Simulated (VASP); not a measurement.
Input of a VASP 6.6.1 run:

POSCAR

```
Sc
1.0
    3.3276770710      0.0000000000      0.0000000000
   -1.6638385355      2.8818528790      0.0000000000
    0.0000000000      0.0000000000      5.2004865198
Sc
2
Direct
    0.3333333333      0.6666666667      0.2500000000
    0.6666666667      0.3333333333      0.7500000000
```

INCAR.step1

```
SYSTEM = Sc
ALGO     = Normal         ! electronic algorithm
EDIFF    = 1E-4           ! SCF threshold, eV
ENCUT    = 520            ! plane-wave cutoff, eV
GGA      = PE             ! functional
ISMEAR   = -1             ! smearing method
LASPH    = .TRUE.         ! aspherical terms in the spheres
LCHARG   = .FALSE.        ! write CHGCAR
LREAL    = .FALSE.        ! projectors in reciprocal space
LWAVE    = .TRUE.         ! write WAVECAR
NBANDS   = 18             ! bands
NELM     = 100            ! most SCF steps
PREC     = Accurate       ! precision mode
SIGMA    = 0.05           ! smearing width, eV
```

Contents of INCAR.step2:

```
SYSTEM = Sc
ALGO     = Normal         ! electronic algorithm
EDIFF    = 1E-6           ! SCF threshold, eV
ENCUT    = 520            ! plane-wave cutoff, eV
ISIF     = 2              ! what is computed and relaxed
ISMEAR   = -1             ! smearing method
ISTART   = 1            
LASPH    = .TRUE.         ! aspherical terms in the spheres
LCHARG   = .FALSE.        ! write CHGCAR
LMIXTAU  = .TRUE.       
LREAL    = .FALSE.        ! projectors in reciprocal space
LWAVE    = .FALSE.        ! write WAVECAR
METAGGA  = R2SCAN         ! meta-GGA
NBANDS   = 18             ! bands
NELM     = 100            ! most SCF steps
PREC     = Accurate       ! precision mode
SIGMA    = 0.05           ! smearing width, eV
```

Contents of KPOINTS:

```
k-points
0
G
  9 9 5
  0 0 0
```

Potentials or basis: VASP PAW PBE potentials, release 64 (Sc_sv).

Command:

```sh
$ cat potpaw_PBE.64/Sc_sv/POTCAR > POTCAR
$ cp INCAR.step1 INCAR
$ mpirun -np 1 vasp_std > vasp.out
$ cp INCAR.step2 INCAR
$ mpirun -np 1 vasp_std > vasp.out
```

**Question.** What does it give for the band gap on the k mesh?

**Answer.** Zero (band 11 reaches 4.47 eV, above the bottom of band 12 at 3.19 eV).

**Question.** Predict the pressure.

**Answer.** 0.2 GPa.

Caveat: the PAW data sets were made with another functional, which shifts forces and pressure a little.
